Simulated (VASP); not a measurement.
The system is Hf2H.

```
Hf H
1.0
     4.47080    0.00000    0.00000
    -2.23540    3.87183    0.00000
     0.00000    0.00000    5.55350
Hf H
4 2
Cartesian
  0.0000 0.0000 0.0000
  0.0000 0.0000 2.7768
  0.0000 2.5812 4.1651
  2.2354 1.2906 1.3884
  0.0000 2.5812 1.3884
  2.2354 1.2906 4.1651
```

* Program: VASP 6.6.1
* Task: relaxation of cell and atoms
* Functional: PBE
* Potentials or basis: VASP PAW PBE potentials, release 64 (Hf_pv, H)
* Cutoff: 600 eV
* k mesh: 6 × 6 × 4
* Occupations: gaussian, width 0.1 eV
* Spin: no spin polarisation

At the start: pressure 3.8 GPa; volume 16.02 Å³/atom.

Question: How do energy, volume and symmetry change on relaxing?

Answer: Over 17 steps the energy falls by 745.8 meV/atom and the volume is 16.39 Å³/atom (+2.3 %); space group P6_3/mmc (No. 194, to 0.05 Å).

Step by step:
| step | energy change (eV) | largest force (eV/Å) | pressure (GPa) | volume (Å³) |
| --- | --- | --- | --- | --- |
| 1 | 0.0000 | 0.0000 | 3.84 | 96.13 |
| 2 | -0.1302 | 0.0000 | -1.27 | 101.55 |
| 3 | -0.1373 | 0.0000 | -3.28 | 104.16 |
| 4 | -0.2444 | 0.0000 | -3.64 | 104.65 |
| 5 | -0.5514 | 0.0000 | -4.27 | 105.53 |
| 6 | -1.4917 | 0.0000 | -5.40 | 104.78 |
| 7 | -4.1147 | 0.0000 | 3.11 | 94.90 |
| 8 | 54.2660 | 0.0000 | 334.63 | 54.98 |
| 9 | -4.2193 | 0.0000 | 4.82 | 93.85 |
| 10 | -3.9502 | 0.0000 | 15.43 | 88.36 |
| 11 | -4.2180 | 0.0000 | 11.05 | 90.43 |
| 12 | -4.2625 | 0.0000 | 9.02 | 92.04 |
| 13 | -4.2625 | 0.0000 | 9.04 | 92.01 |
| 14 | -4.3215 | 0.0000 | 7.63 | 92.91 |
| 15 | -4.4397 | 0.0000 | 3.58 | 95.62 |
| 16 | -4.4353 | 0.0000 | -3.20 | 101.16 |
| 17 | -4.4751 | 0.0000 | -0.01 | 98.35 |

Final structure:
```
Hf H
1.0
     3.31605    0.00000    0.00000
    -1.65803    2.87179    0.00000
     0.00000    0.00000   10.32780
Hf H
4 2
Cartesian
  0.0000 0.0000 0.0000
  0.0000 0.0000 5.1639
  0.0000 1.9145 7.7458
  1.6580 0.9573 2.5819
  0.0000 1.9145 2.5819
  1.6580 0.9573 7.7458
```
